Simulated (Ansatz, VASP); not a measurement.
# PF2: VASP beside Ansatz

INCAR

```
PREC     = Accurate       # precision mode
ENCUT    = 520            # plane-wave cutoff, eV
EDIFF    = 1E-6           # SCF threshold, eV
ISMEAR   = 0              # smearing method
SIGMA    = 0.1            # smearing width, eV
LREAL    = False          # projectors in reciprocal space
LASPH    = True           # aspherical terms in the spheres
NELM     = 80             # most SCF steps
ALGO     = Fast           # electronic algorithm
ISIF     = 2              # what is computed and relaxed
LWAVE    = False          # write WAVECAR
LCHARG   = False          # write CHGCAR
GGA      = PE             # functional
IVDW     = 12             # dispersion correction
NBANDS   = 28             # bands
```

File KPOINTS:

```
regular mesh
0
Gamma
  4 4 4
```

The input POSCAR:

```
PF2
1.0
    3.7850976500      0.0000000000      0.0000000000
    0.0000000000      3.7850976500      0.0000000000
    0.0000000000      0.0000000000      6.2460088500
P F
2 4
Direct
    0.0000000000      0.0000000000      0.2500000000
    0.0000000000      0.0000000000      0.7500000000
    0.2924366400      0.0000000000      0.0000000000
    0.7075633600      0.0000000000      0.0000000000
    0.0000000000      0.2924366400      0.5000000000
    0.0000000000      0.7075633600      0.5000000000
```

Input for Ansatz:

```yaml
crystal:
  lattice:
    - [3.78509765, 0.0, 0.0]
    - [0.0, 3.78509765, 0.0]
    - [0.0, 0.0, 6.24600885]
  atoms:
    - { symbol: P, position: [0.0, 0.0, 0.25] }
    - { symbol: P, position: [0.0, 0.0, 0.75] }
    - { symbol: F, position: [0.29243664, 0.0, 0.0] }
    - { symbol: F, position: [0.70756336, 0.0, 0.0] }
    - { symbol: F, position: [0.0, 0.29243664, 0.5] }
    - { symbol: F, position: [0.0, 0.70756336, 0.5] }
basis:
  ecutwfc: 420
kpoints:
  mp_grid: { grid: [4, 4, 4] }
hamiltonian:
  xc: pbe
  dispersion: d3bj
scf:
  occupations: { method: gaussian, width: 0.1 }
  lower_state_search: "off"
output:
  forces: true
  stress: true
  eigenvalues: true
```

Alike in both runs: task single point; functional PBE; dispersion D3(BJ); k mesh 4 × 4 × 4; occupations gaussian, width 0.1 eV; no spin polarisation.

|  | VASP | Ansatz |
| --- | --- | --- |
| version | VASP 6.6.1 | Ansatz 0.2.0 |
| potentials or method | VASP PAW PBE potentials, release 64 (P, F), cutoff 520 eV | scalar-relativistic, plane waves, PAW |
| valence electrons in the cell | 38 | 38 |

VASP gave:

* gap on the k mesh at the Fermi level (eV): none
* rms of the force components (eV/Å): 5.650

Question: Which values does Ansatz return?

Answer: gap on the k mesh at the Fermi level (eV): none; rms of the force components (eV/Å): 5.680.

Atom by atom the forces differ by 0.030 eV/Å (rms over components). A gap of «none» marks a metal or a gap that the smearing closes.

The k mesh is coarse, so the values compare programs but aren't converged.
